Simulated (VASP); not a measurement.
# H (P1) in VASP: single point with PBE

Aim: the single point of H with PBE.

All numbers are computed with VASP 6.6.1; they aren't measurements. Logs are shortened: lines on timing, memory, paths and dates and some standing lists are left out, and cuts for length are marked.

### Step 1. The cell of the first run

The typed cell holds 4 atoms: a = 4.008 Å, b = 3.992 Å, c = 5.282 Å, α = 90.24°, β = 89.98°, γ = 120.18°.

### Step 2. Single point, PBE (atoms moved at random and the cell strained at random)

The input, INCAR:

```
  PREC = Accurate
  ENCUT = 520
  EDIFF = 1E-6
  ISMEAR = 0
  SIGMA = 0.02
  LREAL = F
  LASPH = T
  NELM = 80
  ALGO = Normal
  ISIF = 2
  LWAVE = F
  LCHARG = F
  GGA = PE
  NBANDS = 10
```

The input, KPOINTS:

```
regular mesh
0
Gamma
  9 9 6
```

The input, POSCAR:

```
H
1.0
    4.0084049377     -0.0014592496      0.0005760196
   -2.0054662160      3.4517904049     -0.0082695710
    0.0007569992     -0.0121119877      5.2818864448
H
4
Direct
    0.3467913147      0.6707500817      0.1712250688
    0.6269962014      0.3001939487      0.6816695973
    0.6689489009      0.3489182509      0.8352623882
    0.3572650863      0.6801407257      0.3118429457
```

Potentials or basis: VASP PAW PBE potentials, release 64 (H).

The run is started by

```sh
$ cat potpaw_PBE.64/H/POTCAR > POTCAR
$ mpirun -np 1 vasp_std > vasp.out
```

OUTCAR:

```text
PREC = Accurate
   ENCUT = 520
   EDIFF = 1E-6
   ISMEAR = 0
   LREAL = F
   LASPH = T
   NELM = 80
   ISIF = 2
   GGA = PE

 ion  position               nearest neighbor table
   1  0.347  0.671  0.171-   4 0.74
   2  0.627  0.300  0.682-   3 0.83
   3  0.669  0.349  0.835-   2 0.83
   4  0.357  0.680  0.312-   1 0.74

  LATTYP: Found a triclinic cell.
 ALAT       =     3.9920947044
 B/A-ratio  =     0.9993656593
 C/A-ratio  =     1.3230899508
 COS(alpha) =     0.0038396356
 COS(beta)  =     0.0041262329
 COS(gamma) =     0.4955861747

  Lattice vectors:

 A1 = (  -2.0054662160,   3.4517904049,  -0.0082695710)
 A2 = (   2.0029387217,   3.4503311553,  -0.0076935514)
 A3 = (  -0.0007569992,   0.0121119877,  -5.2818864448)

Analysis of symmetry for initial positions (statically):
=====================================================================
 Subroutine PRICEL returns:
 Original cell was already a primitive cell.

 Routine SETGRP: Setting up the symmetry group for a
 triclinic supercell.

 Subroutine GETGRP returns: Found  1 space group operations
 (whereof  1 operations were pure point group operations)
 out of a pool of  2 trial point group operations.

The static configuration has the point symmetry C_1 .

Analysis of symmetry for dynamics (positions and initial velocities):
=====================================================================
 Subroutine PRICEL returns:
 Original cell was already a primitive cell.

 Routine SETGRP: Setting up the symmetry group for a
 triclinic supercell.

 Subroutine GETGRP returns: Found  1 space group operations
 (whereof  1 operations were pure point group operations)
 out of a pool of  2 trial point group operations.

The dynamic configuration has the point symmetry C_1 .

 Subroutine INISYM returns: Found  1 space group operations
 (whereof  1 operations are pure point group operations),
 and found     1 'primitive' translations

----------------------------------------------------------------------------------------

                                     Primitive cell

  volume of cell :      73.0653

  direct lattice vectors                    reciprocal lattice vectors
     4.008404938 -0.001459250  0.000576020     0.249528528  0.144975050  0.000296682
    -2.005466216  3.451790405 -0.008269571     0.000105394  0.289767553  0.000664456
     0.000756999 -0.012111988  5.281886445    -0.000027047  0.000437863  0.189327305

  length of vectors
     4.008405245  3.992094704  5.281900386     0.288586797  0.289768334  0.189327813

  position of ions in fractional coordinates (direct lattice)
     0.346791315  0.670750082  0.171225069
     0.626996201  0.300193949  0.681669597
     0.668948901  0.348918251  0.835262388
     0.357265086  0.680140726  0.311842946

  ion indices of the primitive-cell ions
   primitive index   ion index
                 1           1
                 2           2
                 3           3
                 4           4

----------------------------------------------------------------------------------------

 KPOINTS: regular mesh

Automatic generation of k-mesh.
 Grid dimensions read from file:
 generate k-points for:    9    9    6

 Generating k-lattice:

  Cartesian coordinates                     Fractional coordinates (reciprocal lattice)
     0.027725392  0.016108339  0.000032965     0.111111111 -0.000000000  0.000000000
     0.000011710  0.032196395  0.000073828     0.000000000  0.111111111  0.000000000
    -0.000004508  0.000072977  0.031554551     0.000000000  0.000000000  0.166666667

  Length of vectors
     0.032065200  0.032196482  0.031554635

  Shift w.r.t. Gamma in fractional coordinates (k-lattice)
     0.000000000  0.000000000  0.000000000

 Subroutine IBZKPT returns following result:
 ===========================================

 Found    244 irreducible k-points:

 Following reciprocal coordinates:
            Coordinates               Weight
  0.000000  0.000000  0.000000      1.000000
  0.111111 -0.000000 -0.000000      2.000000
  0.222222  0.000000 -0.000000      2.000000
  0.333333 -0.000000  0.000000      2.000000
  0.444444  0.000000 -0.000000      2.000000
  0.000000  0.111111 -0.000000      2.000000
[... 16 lines left out ...]
 -0.111111  0.222222 -0.000000      2.000000
  0.000000  0.333333  0.000000      2.000000
 [... further k-points ...]
   k-points           NKPTS =    244   k-points in BZ     NKDIM =    244   number of bands    NBANDS=     10
   number of dos      NEDOS =    301   number of ions     NIONS =      4
   total plane-waves  NPLWV =  36000
   dimension x,y,z NGX =    30 NGY =   30 NGZ =   40
   dimension x,y,z NGXF=    60 NGYF=   60 NGZF=   80
   ions per type =               4
   NGX,Y,Z   is equivalent  to a cutoff of  12.44, 12.49, 12.59 a.u.
   NGXF,Y,Z  is equivalent  to a cutoff of  24.88, 24.99, 25.18 a.u.
 SYSTEM =  unknown system
   PREC   = accura    normal or accurate (medium, high low for compatibility)
   ISTART =      0    job   : 0-new  1-cont  2-samecut
   ICHARG =      2    charge: 1-file 2-atom 10-const
   ISPIN  =      1    spin polarized calculation?
   LNONCOLLINEAR =      F non collinear calculations
   LSORBIT =      F    spin-orbit coupling
   LASPH  =      T    aspherical Exc in radial PAW
   ENCUT  =  520.0 eV  38.22 Ry    6.18 a.u.   7.45  7.42  9.82*2*pi/ulx,y,z
   NELM   =     80;   NELMIN=  2; NELMDL= -5     # of ELM steps
   EDIFF  = 0.1E-05   stopping-criterion for ELM
   LREAL  =      F    real-space projection
   EDIFFG = 0.1E-04   stopping-criterion for IOM
   NSW    =      0    number of steps for IOM
   IBRION =     -1    ionic relax: 0-MD 1-quasi-New 2-CG
   NFREE  =      0    steps in history (QN), initial steepest desc. (CG)
   ISIF   =      2    stress and relaxation
   ISYM   =      2    0-nonsym 1-usesym 2-fastsym
   POTIM  = 0.5000    time-step for ionic-motion
   TEBEG  =    0.0;   TEEND  =   0.0 temperature during run
   PSTRESS=    0.0 pullay stress
   NELECT =       4.0000    total number of electrons
   NUPDOWN=      -1.0000    fix difference up-down
   EMIN   =  10.00;   EMAX   =-10.00  energy-range for DOS
   EFERMI =   0.00;   METHOD = LEGACY
   ISMEAR =     0;   SIGMA  =   0.02  broadening in eV -4-tet -1-fermi 0-gaus
   EFERMI_NEDOS =   21; number of points for ismear=-14 and -15
   IALGO  =     38    algorithm
   IMIX   =      4    mixing-type and parameters
     AMIX     =   0.40;   BMIX     =  1.00
     AMIX_MAG =   1.60;   BMIX_MAG =  1.00
  volume/ion in A,a.u.               =      18.27       123.27
  Fermi-wavevector in a.u.,A,eV,Ry     =   0.621619  1.174690  5.257436  0.386411
  Thomas-Fermi vector in A             =   1.681188
   LORBIT       =      0    0 simple, 1 ext, 2 COOP (PROOUT), +10 PAW based schemes
   GGA     = PE    functional components
   LHFCALC =     F    Hartree Fock is set to
   AEXX    =    0.0000 exact exchange contribution
   IVDW    =     0    specifies the selected vdW correction
   LEPSILON=     F    determine dielectric tensor
   LRPA    =     F    only Hartree local field effects (RPA)
 non-spin polarized calculation
 Gauss-broadening in eV      SIGMA  =   0.02
  energy-cutoff  :      520.00
  volume of cell :       73.07
 maximum number of plane-waves:      1988
 NGX is ok and might be reduce to    30
   NGX = 15   NGY = 15   NGZ = 19

 number of electron       4.0000000 magnetization

 Free energy of the ion-electron system (eV)
  ---------------------------------------------------
  ext. energy  EPLUGINS =         0.00000000
  ---------------------------------------------------
  free energy    TOTEN  =       -13.48238670 eV

  energy without entropy =      -13.48238670  energy(sigma->0) =      -13.48238670

 E-fermi :  -8.7790     XC(G=0):  -4.3498

 val. band max:       -8.8635349352   @ k =   0.0000   0.0000   0.0000
 cond. band min:       0.0901670649   @ k =   0.0000   0.0000   0.0000
 fundamental gap:      8.9537020001
 Fermi energy:        -8.7790123570

 k-point     1 :       0.0000    0.0000    0.0000
  band No.  band energies     occupation
      1     -10.1079      2.00000
      2      -8.8635      2.00000
      3       0.0902      0.00000
      4       2.5220      0.00000
      5       5.4308      0.00000
      6       6.3710      0.00000
      7       7.4762      0.00000
      8       7.6987      0.00000
      9       8.6861      0.00000
     10       9.0369      0.00000

 k-point     2 :       0.1111   -0.0000   -0.0000
  band No.  band energies     occupation
      1     -10.0574      2.00000
      2      -8.8637      2.00000
      3       0.2155      0.00000
      4       2.3388      0.00000
      5       4.9314      0.00000
      6       6.1887      0.00000
      7       6.9604      0.00000
      8       7.4671      0.00000
      9       9.4131      0.00000
     10       9.6448      0.00000

 k-point     3 :       0.2222    0.0000   -0.0000
  band No.  band energies     occupation
      1      -9.9201      2.00000
      2      -8.8705      2.00000
      3       0.5792      0.00000
      4       1.8762      0.00000
      5       4.1526      0.00000
      6       5.5880      0.00000
      7       6.2101      0.00000
      8       7.1305      0.00000
      9       9.6067      0.00000
     10      10.0689      0.00000
[... 248 lines left out ...]
 k-point    23 :      -0.1111    0.2222   -0.0000
  band No.  band energies     occupation
      1      -9.9529      2.00000
      2      -8.8808      2.00000
      3       0.4763      0.00000
      4       2.1435      0.00000
      5       4.2212      0.00000
      6       5.5564      0.00000
      7       6.0841      0.00000
      8       7.7064      0.00000
      9       9.8332      0.00000
     10      10.2331      0.00000

 k-point    24 :       0.0000    0.3333    0.0000
  band No.  band energies     occupation
      1      -9.7112      2.00000
      2      -8.9290      2.00000
      3       1.1313      0.00000
      4       1.6233      0.00000
      5       3.2887      0.00000
      6       4.5971      0.00000
      7       5.5404      0.00000
      8       6.8366      0.00000
      9       8.6689      0.00000
     10       9.6373      0.00000

 [... further k-points ...]

------------------------ aborting loop because EDIFF is reached ----------------------------------------

  FORCE on cell =-STRESS in cart. coord.  units (eV):
  Direction    XX          YY          ZZ          XY          YZ          ZX
  --------------------------------------------------------------------------------------
  -------------------------------------------------------------------------------------
  Total       -0.0748819     -0.1308910     -1.5980370     -0.0336004     -0.3420944     -0.1442630
  in kB       -1.6420137     -2.8701814    -35.0418100     -0.7367901     -7.5014574     -3.1634050
  external PRESSURE =     -13.1846683 kB  Pullay stress =       0.0000000 kB

 VOLUME and BASIS-vectors are now :
 -----------------------------------------------------------------------------
  energy-cutoff  :      520.00
  volume of cell :       73.07
      direct lattice vectors                 reciprocal lattice vectors
     4.008404938 -0.001459250  0.000576020     0.249528528  0.144975050  0.000296682
    -2.005466216  3.451790405 -0.008269571     0.000105394  0.289767553  0.000664456
     0.000756999 -0.012111988  5.281886445    -0.000027047  0.000437863  0.189327305

 POSITION                                       TOTAL-FORCE (eV/Angst)
 -----------------------------------------------------------------------------------
      0.04504      2.31271      0.89904        -0.007772     -0.007012     -0.241733
      1.91174      1.02704      3.59838         0.183776      0.432480      2.097593
      1.98231      1.19330      4.40926        -0.182041     -0.431138     -2.101446
      0.06830      2.34340      1.64170         0.006038      0.005671      0.245586
 -----------------------------------------------------------------------------------
    total drift:                                0.000013     -0.000010     -0.000364

  FREE ENERGIE OF THE ION-ELECTRON SYSTEM (eV)
  ---------------------------------------------------
  free  energy   TOTEN  =       -13.4823866952 eV

  energy  without entropy=      -13.4823866952  energy(sigma->0) =      -13.48238670
```

Run time: 99 s. Hardware: 1 thread of AMD EPYC 7R13 (Zen 3), shared host; peak memory 0.23 GiB.

What came out:

* Free energy: -13.4824 eV
* Pressure: -1.3 GPa
* Largest force: 2.153 eV/Å
* Band gap on the k mesh: 8.95 eV

Forces in eV/Å, atoms in the order of the input:
```
H   -0.008 -0.007 -0.242
H    0.184  0.432  2.098
H   -0.182 -0.431 -2.101
H    0.006  0.006  0.246
```

Stress tensor (GPa, compression positive):
```
-0.16 -0.07 -0.32
-0.07 -0.29 -0.75
-0.32 -0.75 -3.50
```

Caveat: the cell differs from its parent crystal (atoms moved at random and the cell strained at random); an odd mesh through Γ misses points on the zone boundary, where band edges can lie; forces of over 1 eV/Å act on the atoms, so gaps and moduli don't describe the material at rest.
